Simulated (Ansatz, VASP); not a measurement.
**MgO in VASP and in Ansatz**

The input INCAR:

```
SYSTEM = MgO
ALGO     = Normal         ! electronic algorithm
EDIFF    = 1E-6           ! SCF threshold, eV
ENCUT    = 600            ! plane-wave cutoff, eV
GGA      = PE             ! functional
GGA_COMPAT= .False.      
ISIF     = 2              ! what is computed and relaxed
ISMEAR   = 0              ! smearing method
LASPH    = .True.         ! aspherical terms in the spheres
LCHARG   = .False.        ! write CHGCAR
LREAL    = .False.        ! projectors in reciprocal space
LWAVE    = .False.        ! write WAVECAR
NBANDS   = 16             ! bands
NELM     = 120            ! most SCF steps
PREC     = Accurate       ! precision mode
SIGMA    = 0.05           ! smearing width, eV
```

File KPOINTS:

```
k-points
0
Gamma
  9 9 6
  0 0 0
```

File POSCAR:

```
MgO
1.0
    3.3152854007      0.0000000000      0.0000000000
   -1.6576427004      2.8711213778      0.0000000000
    0.0000000000      0.0000000000      5.1215474231
Mg O
2 2
Direct
    0.3043056167      0.6536752271      0.0063188067
    0.6956943833      0.3463247729      0.5063188067
    0.3601534188      0.6786700745      0.3982811933
    0.6398465812      0.3213299255      0.8982811933
```

Input for Ansatz:

```yaml
crystal:
  lattice:
    - [3.3152854007, 0.0, 0.0]
    - [-1.6576427004, 2.8711213778, 0.0]
    - [0.0, 0.0, 5.1215474231]
  atoms:
    - { symbol: Mg, position: [0.3043056167, 0.6536752271, 0.0063188067] }
    - { symbol: Mg, position: [0.6956943833, 0.3463247729, 0.5063188067] }
    - { symbol: O, position: [0.3601534188, 0.6786700745, 0.3982811933] }
    - { symbol: O, position: [0.6398465812, 0.3213299255, 0.8982811933] }
basis:
  xc_grid: 1
kpoints:
  mp_grid: { grid: [9, 9, 6] }
hamiltonian:
  xc: pbe
  pseudopotentials: { kind: paw, azcp: { folder: soft_1 } }
scf:
  occupations: { method: gaussian, width: 0.05 }
output:
  forces: true
  eigenvalues: true
  stress: true
```

Alike in both runs: task single point; functional PBE; k mesh 9 × 9 × 6; occupations gaussian, width 0.05 eV; no spin polarisation.

|  | VASP | Ansatz |
| --- | --- | --- |
| version | VASP 6.6.1 | Ansatz 0.2.0 |
| potentials or method | VASP PAW PBE potentials, release 64 (Mg, O) | scalar-relativistic, plane waves, PAW |
| plane-wave cutoff (eV) | 600 | 420 |
| valence electrons in the cell | 16 | 32 |

```tsv
	VASP	Ansatz	Ansatz less VASP
gap on the k mesh at the Fermi level (eV)	3.35	3.36	+0.018
pressure (GPa)	-0.8	-0.1	+0.62
traceless stress, the component that is largest in VASP (GPa)	-0.21	-0.19	+0.019
rms of the force components (eV/Å)	0.131	0.130	-0.0013
```

Atom by atom the forces differ by 0.001 eV/Å (rms over components). With one functional, cell and mesh, what is left measures potentials, basis and numerics. VASP's potentials hold 16 valence electrons a cell and Ansatz's 32, so a difference there can come from the potentials and not from the codes.
